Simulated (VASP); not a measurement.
A run of VASP 6.6.1:

INCAR

```
PREC     = Accurate       # precision mode
ENCUT    = 600            # plane-wave cutoff, eV
EDIFF    = 1E-6           # SCF threshold, eV
ISMEAR   = 0              # smearing method
SIGMA    = 0.1            # smearing width, eV
LREAL    = F              # projectors in reciprocal space
LASPH    = T              # aspherical terms in the spheres
NELM     = 60             # most SCF steps
ALGO     = Normal         # electronic algorithm
ISIF     = 3              # what is computed and relaxed
LWAVE    = F              # write WAVECAR
LCHARG   = F              # write CHGCAR
GGA      = PE             # functional
IVDW     = 12             # dispersion correction
IBRION   = 2              # ionic algorithm
NSW      = 90             # ionic steps
EDIFFG   = -0.04          # ionic threshold
```

File KPOINTS:

```
regular mesh
0
Gamma
  6 6 6
```

File POSCAR:

```
YZr2
1.0
    2.6924334530      1.5544771789      3.0063987149
   -2.6924334530      1.5544771789      3.0063987149
    0.0000000000     -3.1089543578      3.0063987149
Y Zr
1 2
Direct
    0.0000000000      0.0000000000      0.0000000000
    0.6608609285      0.6608609285      0.6608609285
    0.3391390715      0.3391390715      0.3391390715
```

Potentials or basis: VASP PAW PBE potentials, release 64 (Y_sv, Zr_sv).

Command:

```sh
$ cat potpaw_PBE.64/Y_sv/POTCAR potpaw_PBE.64/Zr_sv/POTCAR > POTCAR
$ mpirun -np 1 vasp_std > vasp.out
```

Hardware: 1 thread of Intel(R) Xeon(R) 6975P-C (Granite Rapids), on a shared host.

Q: How long does it take, and how much memory?

A: Run time: 87 s on 1 thread of Intel(R) Xeon(R) 6975P-C (Granite Rapids), on a shared host, peak memory 0.27 GiB. Counts: scf iterations 34, k points 32, ion steps 4.
